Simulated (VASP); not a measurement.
CdSe: single point with PBE

Crystal: CdSe.

```
CELL_PARAMETERS angstrom
0.00000 3.06712 3.06712
3.06712 0.00000 3.06712
3.06712 3.06712 0.00000
ATOMIC_POSITIONS crystal
Cd 0.00000 0.00000 0.00000
Se 0.25000 0.25000 0.25000
```

This cell differs from its parent crystal: volume scaled by 0.97.

- Program: VASP 6.6.1
- Task: single point
- Functional: PBE
- Potentials or basis: VASP PAW PBE potentials, release 64 (Cd, Se)
- Cutoff: 520 eV
- k mesh: 10 × 10 × 10
- Occupations: gaussian, width 0.02 eV
- Spin: no spin polarisation
- Dipole correction: no
- Further INCAR settings: ALGO = Normal; EDIFF = 1e-06; NBANDS = 16

```
Pressure               : 1.7 GPa
Band gap on the k mesh : 0.56 eV, direct
```

Levels at points of the mesh, in eV from the valence-band top:
```csv
k point,band 7,band 8,band 9,band 10,band 11,band 12
"(0.00, 0.00, 0.00)",0.00,0.00,0.00,0.56,5.93,5.93
"(0.50, 0.00, 0.00)",-4.24,-0.71,-0.71,2.36,6.44,6.44
"(0.50, 0.50, 0.00)",-3.97,-1.77,-1.77,3.19,3.73,9.00
```

Run time: 60 s on 1 thread of AMD EPYC 7R13, with other jobs on the host, peak memory 0.17 GiB.
